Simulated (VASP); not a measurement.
# LaHg (P4/mmm) in VASP: notebook

Runs on LaHg. Level: LDA. Tasks: single point.

Everything below comes from runs of VASP 6.6.1. Logs are shortened: lines on timing, memory, paths and dates and some standing lists are left out, and cuts for length are marked.

## 1. The cell of the first run

Symmetry: P4/mmm, No. 123, tetragonal system. The conventional cell has a = 3.837 Å, b = 3.837 Å, c = 3.760 Å, α = 90.00°, β = 90.00°, γ = 90.00°. La (site symmetry 4/mmm) has 8 Hg at 3.30 Å and 6 La at 3.76 to 3.84 Å within 4.3 Å. Hg (site symmetry 4/mmm) has 8 La at 3.30 Å and 6 Hg at 3.76 to 3.84 Å within 4.3 Å.

## 2. Single point, LDA (zz strain of -2 %)

File INCAR:

```
SYSTEM = LaHg
PREC = Accurate
ENCUT = 520
EDIFF = 1E-7
ISMEAR = -1
SIGMA = 0.08
LREAL = .False.
LASPH = .True.
NELM = 80
ALGO = Normal
ISIF = 2
LWAVE = .False.
LCHARG = .False.
NBANDS = 18
```

File KPOINTS:

```
Automatic mesh
0
Gamma
  11 11 11
  0 0 0
```

File POSCAR:

```
LaHg
1.0
    3.8370000000      0.0000000000      0.0000000000
    0.0000000000      3.8370000000      0.0000000000
    0.0000000000      0.0000000000      3.7602600000
La Hg
1 1
Direct
    0.5000000000      0.5000000000      0.5000000000
    0.0000000000      0.0000000000      0.0000000000
```

Potentials or basis: VASP PAW LDA potentials, release 64 (La, Hg).

Started as:

```
$ cat potpaw_LDA.64/La/POTCAR potpaw_LDA.64/Hg/POTCAR > POTCAR
$ mpirun -np 1 vasp_std > vasp.out
```

OUTCAR:

```text
SYSTEM = LaHg
   PREC = Accurate
   ENCUT = 520
   EDIFF = 1E-7
   ISMEAR = -1
   LREAL = .False.
   LASPH = .True.
   NELM = 80
   ISIF = 2

 ion  position               nearest neighbor table
   1  0.500  0.500  0.500-   2 3.30   2 3.30   2 3.30   2 3.30   2 3.30   2 3.30   2 3.30   2 3.30

   2  0.000  0.000  0.000-   1 3.30   1 3.30   1 3.30   1 3.30   1 3.30   1 3.30   1 3.30   1 3.30

  LATTYP: Found a simple tetragonal cell.
 ALAT       =     3.8370000000
 C/A-ratio  =     0.9800000000

  Lattice vectors:

 A1 = (   3.8370000000,   0.0000000000,   0.0000000000)
 A2 = (   0.0000000000,   3.8370000000,   0.0000000000)
 A3 = (   0.0000000000,   0.0000000000,   3.7602600000)

Analysis of symmetry for initial positions (statically):
=====================================================================
 Subroutine PRICEL returns:
 Original cell was already a primitive cell.

 Routine SETGRP: Setting up the symmetry group for a
 simple tetragonal supercell.

 Subroutine GETGRP returns: Found 16 space group operations
 (whereof 16 operations were pure point group operations)
 out of a pool of 16 trial point group operations.

The static configuration has the point symmetry D_4h.

Analysis of symmetry for dynamics (positions and initial velocities):
=====================================================================
 Subroutine PRICEL returns:
 Original cell was already a primitive cell.

 Routine SETGRP: Setting up the symmetry group for a
 simple tetragonal supercell.

 Subroutine GETGRP returns: Found 16 space group operations
 (whereof 16 operations were pure point group operations)
 out of a pool of 16 trial point group operations.

The dynamic configuration has the point symmetry D_4h.

 Subroutine INISYM returns: Found 16 space group operations
 (whereof 16 operations are pure point group operations),
 and found     1 'primitive' translations

----------------------------------------------------------------------------------------

                                     Primitive cell

  volume of cell :      55.3607

  direct lattice vectors                    reciprocal lattice vectors
     3.837000000  0.000000000  0.000000000     0.260620276  0.000000000  0.000000000
     0.000000000  3.837000000  0.000000000     0.000000000  0.260620276  0.000000000
     0.000000000  0.000000000  3.760260000     0.000000000  0.000000000  0.265939057

  length of vectors
     3.837000000  3.837000000  3.760260000     0.260620276  0.260620276  0.265939057

  position of ions in fractional coordinates (direct lattice)
     0.500000000  0.500000000  0.500000000
     0.000000000  0.000000000  0.000000000

  ion indices of the primitive-cell ions
   primitive index   ion index
                 1           1
                 2           2

----------------------------------------------------------------------------------------

 KPOINTS: Automatic mesh

Automatic generation of k-mesh.
 Grid dimensions read from file:
 generate k-points for:   11   11   11

 Generating k-lattice:

  Cartesian coordinates                     Fractional coordinates (reciprocal lattice)
     0.023692752  0.000000000  0.000000000     0.090909091  0.000000000  0.000000000
     0.000000000  0.023692752  0.000000000     0.000000000  0.090909091  0.000000000
     0.000000000  0.000000000  0.024176278     0.000000000  0.000000000  0.090909091

  Length of vectors
     0.023692752  0.023692752  0.024176278

  Shift w.r.t. Gamma in fractional coordinates (k-lattice)
     0.000000000  0.000000000  0.000000000

 Subroutine IBZKPT returns following result:
 ===========================================

 Found    126 irreducible k-points:

 Following reciprocal coordinates:
            Coordinates               Weight
  0.000000  0.000000  0.000000      1.000000
  0.090909  0.000000  0.000000      4.000000
  0.181818  0.000000  0.000000      4.000000
  0.272727  0.000000  0.000000      4.000000
  0.363636  0.000000  0.000000      4.000000
  0.454545  0.000000  0.000000      4.000000
[... 16 lines left out ...]
  0.090909  0.000000  0.090909      8.000000
  0.181818  0.000000  0.090909      8.000000
 [... further k-points ...]
   k-points           NKPTS =    126   k-points in BZ     NKDIM =    126   number of bands    NBANDS=     18
   number of dos      NEDOS =    301   number of ions     NIONS =      2
   total plane-waves  NPLWV =  25200
   dimension x,y,z NGX =    30 NGY =   30 NGZ =   28
   dimension x,y,z NGXF=    60 NGYF=   60 NGZF=   56
   ions per type =               1   1
   NGX,Y,Z   is equivalent  to a cutoff of  13.00, 13.00, 12.38 a.u.
   NGXF,Y,Z  is equivalent  to a cutoff of  26.00, 26.00, 24.76 a.u.
 SYSTEM =  LaHg
   PREC   = accura    normal or accurate (medium, high low for compatibility)
   ISTART =      0    job   : 0-new  1-cont  2-samecut
   ICHARG =      2    charge: 1-file 2-atom 10-const
   ISPIN  =      1    spin polarized calculation?
   LNONCOLLINEAR =      F non collinear calculations
   LSORBIT =      F    spin-orbit coupling
   LASPH  =      T    aspherical Exc in radial PAW
   ENCUT  =  520.0 eV  38.22 Ry    6.18 a.u.   7.13  7.13  6.99*2*pi/ulx,y,z
   NELM   =     80;   NELMIN=  2; NELMDL= -5     # of ELM steps
   EDIFF  = 0.1E-06   stopping-criterion for ELM
   LREAL  =      F    real-space projection
   EDIFFG = 0.1E-05   stopping-criterion for IOM
   NSW    =      0    number of steps for IOM
   IBRION =     -1    ionic relax: 0-MD 1-quasi-New 2-CG
   NFREE  =      0    steps in history (QN), initial steepest desc. (CG)
   ISIF   =      2    stress and relaxation
   ISYM   =      2    0-nonsym 1-usesym 2-fastsym
   POTIM  = 0.5000    time-step for ionic-motion
   TEBEG  =    0.0;   TEEND  =   0.0 temperature during run
   PSTRESS=    0.0 pullay stress
   NELECT =      23.0000    total number of electrons
   NUPDOWN=      -1.0000    fix difference up-down
   EMIN   =  10.00;   EMAX   =-10.00  energy-range for DOS
   EFERMI =   0.00;   METHOD = LEGACY
   ISMEAR =    -1;   SIGMA  =   0.08  broadening in eV -4-tet -1-fermi 0-gaus
   EFERMI_NEDOS =   21; number of points for ismear=-14 and -15
   IALGO  =     38    algorithm
   IMIX   =      4    mixing-type and parameters
     AMIX     =   0.40;   BMIX     =  1.00
     AMIX_MAG =   1.60;   BMIX_MAG =  1.00
  volume/ion in A,a.u.               =      27.68       186.80
  Fermi-wavevector in a.u.,A,eV,Ry     =   1.221566  2.308425 20.302935  1.492224
  Thomas-Fermi vector in A             =   2.356744
   LORBIT       =      0    0 simple, 1 ext, 2 COOP (PROOUT), +10 PAW based schemes
   GGA     = CA    functional components
   LHFCALC =     F    Hartree Fock is set to
   AEXX    =    0.0000 exact exchange contribution
   IVDW    =     0    specifies the selected vdW correction
   LEPSILON=     F    determine dielectric tensor
   LRPA    =     F    only Hartree local field effects (RPA)
 non-spin polarized calculation
  energy-cutoff  :      520.00
  volume of cell :       55.36
 maximum number of plane-waves:      1505
 NGX is ok and might be reduce to    30
   NGX = 15   NGY = 15   NGZ = 13

 number of electron      23.0000004 magnetization

 Free energy of the ion-electron system (eV)
  ---------------------------------------------------
  ext. energy  EPLUGINS =         0.00000000
  ---------------------------------------------------
  free energy    TOTEN  =        -7.69704289 eV

  energy without entropy =       -7.64072556  energy(sigma->0) =       -7.66888422

 E-fermi :   6.8083     XC(G=0): -10.7484

 val. band max:        6.8003288345   @ k =   0.0000   0.0000   0.1818
 cond. band min:       6.8093877892   @ k =   0.0909   0.0000   0.0000
 fundamental gap:      0.0090589546
 Fermi energy:         6.8082703320

 k-point     1 :       0.0000    0.0000    0.0000
  band No.  band energies     occupation
      1     -26.0792      2.00000
      2      -9.5554      2.00000
      3      -9.5554      2.00000
      4      -9.4917      2.00000
      5      -0.9310      2.00000
      6      -0.9226      2.00000
[... 10 lines left out ...]
     17       8.3250      0.00000
     18       8.3514      0.00000

 k-point     2 :       0.0909    0.0000    0.0000
  band No.  band energies     occupation
      1     -26.0748      2.00000
      2      -9.6218      2.00000
      3      -9.5522      2.00000
      4      -9.4884      2.00000
      5      -0.9197      2.00000
      6      -0.8819      2.00000
[... 10 lines left out ...]
     17       8.3340      0.00000
     18       8.3613      0.00000

 k-point     3 :       0.1818    0.0000    0.0000
  band No.  band energies     occupation
      1     -26.0629      2.00000
      2      -9.7938      2.00000
      3      -9.5435      2.00000
      4      -9.4796      2.00000
      5      -0.8933      2.00000
      6      -0.7698      2.00000
[... 10 lines left out ...]
     17       8.3609      0.00000
     18       8.3887      0.00000

 k-point     4 :       0.2727    0.0000    0.0000
  band No.  band energies     occupation
      1     -26.0472      2.00000
      2     -10.0070      2.00000
      3      -9.5321      2.00000
      4      -9.4681      2.00000
      5      -0.8585      2.00000
      6      -0.6253      2.00000
[... 375 lines left out ...]
      4      -9.5510      2.00000
      5      -0.9120      2.00000
      6      -0.8837      2.00000
[... 10 lines left out ...]
     17       8.3364      0.00000
     18       8.3447      0.00000

 k-point    23 :       0.0909    0.0000    0.0909
  band No.  band energies     occupation
      1     -26.0694      2.00000
      2      -9.6189      2.00000
      3      -9.5613      2.00000
      4      -9.5475      2.00000
      5      -0.8879      2.00000
      6      -0.8577      2.00000
[... 10 lines left out ...]
     17       8.3459      0.00000
     18       8.3603      0.00000

 k-point    24 :       0.1818    0.0000    0.0909
  band No.  band energies     occupation
      1     -26.0576      2.00000
      2      -9.7871      2.00000
      3      -9.5506      2.00000
      4      -9.5379      2.00000
      5      -0.8605      2.00000
      6      -0.7521      2.00000
[... 10 lines left out ...]
     17       8.3703      0.00000
     18       8.3892      0.00000

 [... further k-points ...]

------------------------ aborting loop because EDIFF is reached ----------------------------------------

  FORCE on cell =-STRESS in cart. coord.  units (eV):
  Direction    XX          YY          ZZ          XY          YZ          ZX
  --------------------------------------------------------------------------------------
  -------------------------------------------------------------------------------------
  Total       -0.2305366     -0.2305366     -0.1172430      0.0000000      0.0000000      0.0000000
  in kB       -6.6718919     -6.6718919     -3.3930957      0.0000000      0.0000000      0.0000000
  external PRESSURE =      -5.5789599 kB  Pullay stress =       0.0000000 kB

 VOLUME and BASIS-vectors are now :
 -----------------------------------------------------------------------------
  energy-cutoff  :      520.00
  volume of cell :       55.36
      direct lattice vectors                 reciprocal lattice vectors
     3.837000000  0.000000000  0.000000000     0.260620276  0.000000000  0.000000000
     0.000000000  3.837000000  0.000000000     0.000000000  0.260620276  0.000000000
     0.000000000  0.000000000  3.760260000     0.000000000  0.000000000  0.265939057

 POSITION                                       TOTAL-FORCE (eV/Angst)
 -----------------------------------------------------------------------------------
      1.91850      1.91850      1.88013         0.000000      0.000000      0.000000
      0.00000      0.00000      0.00000         0.000000      0.000000      0.000000
 -----------------------------------------------------------------------------------
    total drift:                                0.000000     -0.000000     -0.000000

  FREE ENERGIE OF THE ION-ELECTRON SYSTEM (eV)
  ---------------------------------------------------
  free  energy   TOTEN  =        -7.6970428877 eV

  energy  without entropy=       -7.6407255574  energy(sigma->0) =       -7.66888422
```

Run time: 2.8 min. Hardware: 1 thread of Oxide Virtual Turin-like, shared host; peak memory 0.24 GiB.

Results:

- Free energy: -7.6970 eV
- Pressure: -0.6 GPa
- Band gap on the k mesh: zero (an odd number of electrons rules out a gap without spin polarisation)

Stress tensor (GPa, compression positive):
```
-0.67  0.00  0.00
 0.00 -0.67  0.00
 0.00  0.00 -0.34
```

Caveat: the cell differs from its parent crystal (zz strain of -2 %); spin-orbit coupling is left out, which moves the levels of the heavy elements.

## 3. Single point, LDA (equal xx and yy strain of -1 %)

File INCAR:

```
ALGO = Normal
EDIFF = 1E-6
ENCUT = 520
GGA = CA
ISIF = 2
ISMEAR = -1
LASPH = T
LCHARG = F
LREAL = F
LWAVE = F
NBANDS = 18
NELM = 60
PREC = Accurate
SIGMA = 0.08
```

File KPOINTS:

```
k-points
0
Gamma
  11 11 11
```

File POSCAR:

```
LaHg
1.0
    3.7986300000      0.0000000000      0.0000000000
    0.0000000000      3.7986300000      0.0000000000
    0.0000000000      0.0000000000      3.8370000000
La Hg
1 1
Direct
    0.5000000000      0.5000000000      0.5000000000
    0.0000000000      0.0000000000      0.0000000000
```

Potentials or basis: VASP PAW LDA potentials, release 64 (La, Hg).

Started as:

```
$ cat potpaw_LDA.64/La/POTCAR potpaw_LDA.64/Hg/POTCAR > POTCAR
$ mpirun -np 1 vasp_std > vasp.out
```

Run time: 2.8 min. Hardware: 1 thread of Oxide Virtual Turin-like, shared host; peak memory 0.25 GiB.

It converged, with:

```
Free energy            : -7.6976 eV
Pressure               : -0.6 GPa
Band gap on the k mesh : zero (an odd number of electrons rules out a gap without spin polarisation)
```

Stress tensor (GPa, compression positive):
```
-0.50  0.00  0.00
 0.00 -0.50  0.00
 0.00  0.00 -0.66
```

Levels at points of the mesh, in eV from the Fermi level:
```csv
k point,band 7,band 8,band 9,band 10,band 11,band 12,band 13,band 14,band 15,band 16
"(0.00, 0.00, 0.00)",-7.28,-7.28,-7.26,-7.17,-0.06,-0.04,1.40,1.43,1.43,1.52
```

Caveat: the cell differs from its parent crystal (equal xx and yy strain of -1 %); spin-orbit coupling is left out, which moves the levels of the heavy elements.
